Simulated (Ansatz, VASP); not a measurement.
Given: the input of a run of VASP 6.6.1 on MnHg.

Contents of INCAR:

```
SYSTEM = MnHg
  PREC = Accurate
  ENCUT = 550
  EDIFF = 1E-7
  ISMEAR = 0
  SIGMA = 0.1
  LREAL = .FALSE.
  LASPH = .TRUE.
  NELM = 120
  ALGO = Normal
  ISIF = 2
  LWAVE = .FALSE.
  LCHARG = .FALSE.
  ISPIN = 2
  MAGMOM = 0 4
  LORBIT = 11
  LMAXMIX = 4
  GGA = CA
```

KPOINTS

```
Automatic mesh
0
G
  8 8 8
  0 0 0
```

POSCAR

```
MnHg
1.0
    3.2880000000      0.0000000000      0.0000000000
    0.0000000000      3.2880000000      0.0000000000
    0.0000000000      0.0000000000      3.3130000000
Hg Mn
1 1
Cartesian
    0.0000000000      0.0000000000      0.0000000000
    1.6440000000      1.6440000000      1.6565000000
```

Potentials or basis: VASP PAW LDA potentials, release 64 (Hg_sv_GW, Mn_GW).

Run with:

```bash
$ cat potpaw_LDA.64/Hg_sv_GW/POTCAR potpaw_LDA.64/Mn_GW/POTCAR > POTCAR
$ mpirun -np 1 vasp_std > vasp.out
```

Set up the same calculation for Ansatz 0.2.0. Potentials there: Ansatz PAW.

As run (the cutoff follows the program's own potentials):

input.yaml

```yaml
crystal:
  lattice:
    - [3.288, 0.0, 0.0]
    - [0.0, 3.288, 0.0]
    - [0.0, 0.0, 3.313]
  atoms:
    - { symbol: Hg, position: [0.0, 0.0, 0.0] }
    - { symbol: Mn, position: [0.5, 0.5, 0.5], spin: 4.0 }
hamiltonian:
  xc: lda
  pseudopotentials: { kind: paw }
magnetization:
  spin_polarized: true
kpoints:
  mp_grid: { grid: [8, 8, 8] }
scf:
  occupations: { method: gaussian, width: 0.1 }
output:
  forces: true
  stress: true
  eigenvalues: true
```

Potentials or basis: Ansatz PAW.

Command:

```bash
$ ansatz run input.yaml --threads 2 --pin off --max-ram 5632MiB --backend cpu --events-out ev --progress --plain --runs-dir out
```

Both were run:

|  | VASP | Ansatz | Ansatz less VASP |
| --- | --- | --- | --- |
| gap on the k mesh at the Fermi level (eV) | none | none | - |
| pressure (GPa) | -9.6 | -8.8 | +0.79 |
| traceless stress, the component that is largest in VASP (GPa) | -0.09 | 0.03 | +0.127 |
| net moment per atom (μB) | 1.84 | 1.87 | +0.030 |
| size of the moment on the site where the two differ most (μB) | 3.60 | 3.70 | +0.102 |

LDA's correlation is that of Perdew and Zunger in VASP and of Perdew and Wang (1992) in Ansatz. Site moments also hang on the region over which each program counts them. A gap of «none» marks a metal or a gap that the smearing closes. VASP's potentials hold 27 valence electrons a cell and Ansatz's 35, so a difference there can come from the potentials and not from the codes.

Spin-orbit coupling is off throughout.
